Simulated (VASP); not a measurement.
# AgCl (Fm-3m) in VASP: further runs, part 2 of 2

VASP 6.6.1. The steps go on from the part before.

### 3 Single point, PBE (volume scaled by 0.99)

The input, INCAR:

```
SYSTEM = AgCl
PREC     = Accurate       ! precision mode
ENCUT    = 520            ! plane-wave cutoff, eV
EDIFF    = 1E-7           ! SCF threshold, eV
ISMEAR   = -1             ! smearing method
SIGMA    = 0.02           ! smearing width, eV
LREAL    = .False.        ! projectors in reciprocal space
LASPH    = .True.         ! aspherical terms in the spheres
NELM     = 60             ! most SCF steps
ALGO     = Normal         ! electronic algorithm
ISIF     = 2              ! what is computed and relaxed
LWAVE    = .False.        ! write WAVECAR
LCHARG   = .True.         ! write CHGCAR
GGA      = PE             ! functional
LELF     = .True.         ! ELF
LVHAR    = .True.       
NBANDS   = 16             ! bands
```

The input, KPOINTS:

```
Automatic mesh
0
Gamma
  8 8 8
  0 0 0
```

The input, POSCAR:

```
AgCl
1.0
    0.0000000000      2.7638751816      2.7638751816
    2.7638751816      0.0000000000      2.7638751816
    2.7638751816      2.7638751816      0.0000000000
Ag Cl
1 1
Direct
    0.5000000000      0.5000000000      0.5000000000
    0.0000000000      0.0000000000      0.0000000000
```

Potentials or basis: VASP PAW PBE potentials, release 64 (Ag, Cl).

The run is started by

```
$ cat potpaw_PBE.64/Ag/POTCAR potpaw_PBE.64/Cl/POTCAR > POTCAR
$ mpirun -np 1 vasp_std > vasp.out
```

OUTCAR:

```text
SYSTEM = AgCl
   PREC = Accurate
   ENCUT = 520
   EDIFF = 1E-7
   ISMEAR = -1
   LREAL = .False.
   LASPH = .True.
   NELM = 60
   ISIF = 2
   GGA = PE

 ion  position               nearest neighbor table
   1  0.500  0.500  0.500-   2 2.76   2 2.76   2 2.76   2 2.76   2 2.76   2 2.76
   2  0.000  0.000  0.000-   1 2.76   1 2.76   1 2.76   1 2.76   1 2.76   1 2.76

  LATTYP: Found a face centered cubic cell.
 ALAT       =     5.5277503632

  Lattice vectors:

 A1 = (   0.0000000000,   2.7638751816,   2.7638751816)
 A2 = (   2.7638751816,   0.0000000000,   2.7638751816)
 A3 = (   2.7638751816,   2.7638751816,   0.0000000000)

Analysis of symmetry for initial positions (statically):
=====================================================================
 Subroutine PRICEL returns:
 Original cell was already a primitive cell.

 Routine SETGRP: Setting up the symmetry group for a
 face centered cubic supercell.

 Subroutine GETGRP returns: Found 48 space group operations
 (whereof 48 operations were pure point group operations)
[... 157 lines left out ...]
  ---------------------------------------------------
  ext. energy  EPLUGINS =         0.00000000
  ---------------------------------------------------
  free energy    TOTEN  =        -5.38960782 eV

  energy without entropy =       -5.38960782  energy(sigma->0) =       -5.38960782

 E-fermi :   4.4112     XC(G=0): -10.0182

 val. band max:        3.9455203178   @ k =   0.5000   0.0000   0.0000
 cond. band min:       4.8521374831   @ k =   0.0000   0.0000   0.0000
 fundamental gap:      0.9066171653
 Fermi energy:         4.4111643760

 k-point     1 :       0.0000    0.0000    0.0000
  band No.  band energies     occupation
      1     -11.2708      2.00000
      2       1.4655      2.00000
      3       1.4655      2.00000
      4       1.4655      2.00000
      5       1.5070      2.00000
      6       1.5070      2.00000
[... 433 lines left out ...]
      3      -0.2076      2.00000
      4      -0.1606      2.00000
      5       1.7747      2.00000
      6       1.8433      2.00000
[... 8 lines left out ...]
     15      17.4775      0.00000
     16      18.9365      0.00000

 [... further k-points ...]
[... 5 lines left out ...]
  --------------------------------------------------------------------------------------
  -------------------------------------------------------------------------------------
  Total        0.5228144      0.5228144      0.5228144      0.0000000      0.0000000     -0.0000000
  in kB       19.8368571     19.8368571     19.8368571      0.0000000      0.0000000     -0.0000000
  external PRESSURE =      19.8368571 kB  Pullay stress =       0.0000000 kB

 VOLUME and BASIS-vectors are now :
 -----------------------------------------------------------------------------
  energy-cutoff  :      520.00
  volume of cell :       42.23
      direct lattice vectors                 reciprocal lattice vectors
     0.000000000  2.763875182  2.763875182    -0.180905420  0.180905420  0.180905420
     2.763875182  0.000000000  2.763875182     0.180905420 -0.180905420  0.180905420
     2.763875182  2.763875182  0.000000000     0.180905420  0.180905420 -0.180905420

 POSITION                                       TOTAL-FORCE (eV/Angst)
 -----------------------------------------------------------------------------------
      2.76388      2.76388      2.76388        -0.000000     -0.000000     -0.000000
      0.00000      0.00000      0.00000         0.000000      0.000000      0.000000
 -----------------------------------------------------------------------------------
    total drift:                                0.000000      0.000000      0.000000

  FREE ENERGIE OF THE ION-ELECTRON SYSTEM (eV)
  ---------------------------------------------------
  free  energy   TOTEN  =        -5.3896078216 eV

  energy  without entropy=       -5.3896078216  energy(sigma->0) =       -5.38960782
```

OSZICAR:

```text
N       E                     dE             d eps       ncg     rms          rms(c)
DAV:   1     0.912017970072E+02    0.91202E+02   -0.85636E+03   936   0.101E+03
DAV:   2    -0.253945158500E+01   -0.93741E+02   -0.85980E+02  1160   0.215E+02
DAV:   3    -0.555550290067E+01   -0.30161E+01   -0.30077E+01  1176   0.393E+01
DAV:   4    -0.557090188314E+01   -0.15399E-01   -0.15398E-01  1128   0.320E+00
DAV:   5    -0.557106780553E+01   -0.16592E-03   -0.16592E-03  1160   0.335E-01    0.634E+00
DAV:   6    -0.539410808027E+01    0.17696E+00   -0.24367E-01  1160   0.643E+00    0.411E+00
DAV:   7    -0.539015775506E+01    0.39503E-02   -0.95784E-02  1104   0.206E+00    0.199E+00
DAV:   8    -0.538946608066E+01    0.69167E-03   -0.45447E-03  1088   0.697E-01    0.315E-01
DAV:   9    -0.538954151635E+01   -0.75436E-04   -0.50545E-04  1136   0.276E-01    0.373E-02
DAV:  10    -0.538960340843E+01   -0.61892E-04   -0.84911E-05  1104   0.821E-02    0.270E-02
DAV:  11    -0.538960772394E+01   -0.43155E-05   -0.49994E-06  1160   0.159E-02    0.366E-03
DAV:  12    -0.538960782158E+01   -0.97643E-07   -0.46722E-07  1064   0.516E-03
   1 F= -.53896078E+01 E0= -.53896078E+01  d E =-.227262E-11
```

Wall time 9.7 s (1 thread of Intel Xeon 6975P-C (Granite Rapids), shared host); peak memory 0.17 GiB.

What came out:

- Free energy: -5.3896 eV
- Pressure: 2.0 GPa
- Band gap on the k mesh: 0.91 eV, indirect (least direct gap 3.21 eV)

### 4 Single point, PBE (volume scaled by 1.02)

The input, INCAR:

```
SYSTEM = AgCl
PREC = Accurate
ENCUT = 520
EDIFF = 1E-6
ISMEAR = -1
SIGMA = 0.02
LREAL = .FALSE.
LASPH = .TRUE.
NELM = 60
ALGO = Normal
ISIF = 2
LWAVE = .FALSE.
LCHARG = .FALSE.
GGA = PE
NBANDS = 16
```

The input, KPOINTS:

```
regular mesh
0
G
  8 8 8
  0 0 0
```

The input, POSCAR:

```
AgCl
1.0
    0.0000000000      2.7915157670      2.7915157670
    2.7915157670      0.0000000000      2.7915157670
    2.7915157670      2.7915157670      0.0000000000
Ag Cl
1 1
Direct
    0.5000000000      0.5000000000      0.5000000000
    0.0000000000      0.0000000000      0.0000000000
```

Potentials or basis: VASP PAW PBE potentials, release 64 (Ag, Cl).

The run is started by

```
$ cat potpaw_PBE.64/Ag/POTCAR potpaw_PBE.64/Cl/POTCAR > POTCAR
$ mpirun -np 1 vasp_std > vasp.out
```

OUTCAR:

```text
SYSTEM = AgCl
   PREC = Accurate
   ENCUT = 520
   EDIFF = 1E-6
   ISMEAR = -1
   LREAL = .FALSE.
   LASPH = .TRUE.
   NELM = 60
   ISIF = 2
   GGA = PE

 ion  position               nearest neighbor table
   1  0.500  0.500  0.500-   2 2.79   2 2.79   2 2.79   2 2.79   2 2.79   2 2.79
   2  0.000  0.000  0.000-   1 2.79   1 2.79   1 2.79   1 2.79   1 2.79   1 2.79

  LATTYP: Found a face centered cubic cell.
 ALAT       =     5.5830315340

  Lattice vectors:

 A1 = (   0.0000000000,   2.7915157670,   2.7915157670)
 A2 = (   2.7915157670,   0.0000000000,   2.7915157670)
 A3 = (   2.7915157670,   2.7915157670,   0.0000000000)

Analysis of symmetry for initial positions (statically):
=====================================================================
 Subroutine PRICEL returns:
 Original cell was already a primitive cell.

 Routine SETGRP: Setting up the symmetry group for a
 face centered cubic supercell.

 Subroutine GETGRP returns: Found 48 space group operations
 (whereof 48 operations were pure point group operations)
[... 157 lines left out ...]
  ---------------------------------------------------
  ext. energy  EPLUGINS =         0.00000000
  ---------------------------------------------------
  free energy    TOTEN  =        -5.40009980 eV

  energy without entropy =       -5.40009980  energy(sigma->0) =       -5.40009980

 E-fermi :   4.0474     XC(G=0):  -9.8617

 val. band max:        3.5685829482   @ k =   0.5000   0.0000   0.0000
 cond. band min:       4.4832500426   @ k =   0.0000   0.0000   0.0000
 fundamental gap:      0.9146670945
 Fermi energy:         4.0474452460

 k-point     1 :       0.0000    0.0000    0.0000
  band No.  band energies     occupation
      1     -11.4481      2.00000
      2       1.2072      2.00000
      3       1.2072      2.00000
      4       1.2072      2.00000
      5       1.2472      2.00000
      6       1.2472      2.00000
[... 433 lines left out ...]
      3      -0.3856      2.00000
      4      -0.3458      2.00000
      5       1.4933      2.00000
      6       1.5581      2.00000
[... 8 lines left out ...]
     15      17.0251      0.00000
     16      18.4769      0.00000

 [... further k-points ...]
[... 5 lines left out ...]
  --------------------------------------------------------------------------------------
  -------------------------------------------------------------------------------------
  Total        0.1442024      0.1442024      0.1442024     -0.0000000     -0.0000000     -0.0000000
  in kB        5.3104699      5.3104699      5.3104699     -0.0000000     -0.0000000     -0.0000000
  external PRESSURE =       5.3104699 kB  Pullay stress =       0.0000000 kB

 VOLUME and BASIS-vectors are now :
 -----------------------------------------------------------------------------
  energy-cutoff  :      520.00
  volume of cell :       43.51
      direct lattice vectors                 reciprocal lattice vectors
     0.000000000  2.791515767  2.791515767    -0.179114159  0.179114159  0.179114159
     2.791515767  0.000000000  2.791515767     0.179114159 -0.179114159  0.179114159
     2.791515767  2.791515767  0.000000000     0.179114159  0.179114159 -0.179114159

 POSITION                                       TOTAL-FORCE (eV/Angst)
 -----------------------------------------------------------------------------------
      2.79152      2.79152      2.79152        -0.000000      0.000000     -0.000000
      0.00000      0.00000      0.00000         0.000000     -0.000000      0.000000
 -----------------------------------------------------------------------------------
    total drift:                                0.000000      0.000000      0.000000

  FREE ENERGIE OF THE ION-ELECTRON SYSTEM (eV)
  ---------------------------------------------------
  free  energy   TOTEN  =        -5.4000997971 eV

  energy  without entropy=       -5.4000997971  energy(sigma->0) =       -5.40009980
```

Wall time 9.1 s (1 thread of Intel Xeon 6975P-C (Granite Rapids), shared host); peak memory 0.17 GiB.

What came out:

```yaml
Free_energy: -5.4001 eV
Pressure: 0.5 GPa
Band_gap_on_the_k_mesh: 0.91 eV, indirect (least direct gap 3.12 eV)
```

Levels at points of the mesh, in eV from the valence-band top:
```tsv
k point	band 6	band 7	band 8	band 9	band 10	band 11	band 12	band 13
(0.00, 0.00, 0.00)	-2.32	-2.24	-2.24	-2.24	0.91	10.86	10.86	10.86
(0.50, 0.00, 0.00)	-2.01	-1.71	0.00	0.00	4.30	6.43	7.71	7.71
(0.50, 0.50, 0.00)	-2.14	-1.90	-1.90	-1.83	2.41	8.05	8.57	11.41
```

### 5 Overview

| cell | gap on the mesh (eV) | pressure (GPa) |
| --- | --- | --- |
| a = 3.935 Å, angles 60.0°, 2 atoms | 0.91 | 1.0 |
| a = 3.909 Å, angles 60.0°, 2 atoms | 0.91 | 2.0 |
| a = 3.948 Å, angles 60.0°, 2 atoms | 0.91 | 0.5 |

Alike in all rows: task single point; level PBE; potentials or basis VASP PAW PBE potentials, release 64 (Ag, Cl); no spin polarisation; k mesh 8 × 8 × 8; cutoff (eV) 520; smearing fermi-dirac 0.02 eV.

Total energies depend on the potentials used, so only differences within one code and one set of settings carry meaning.
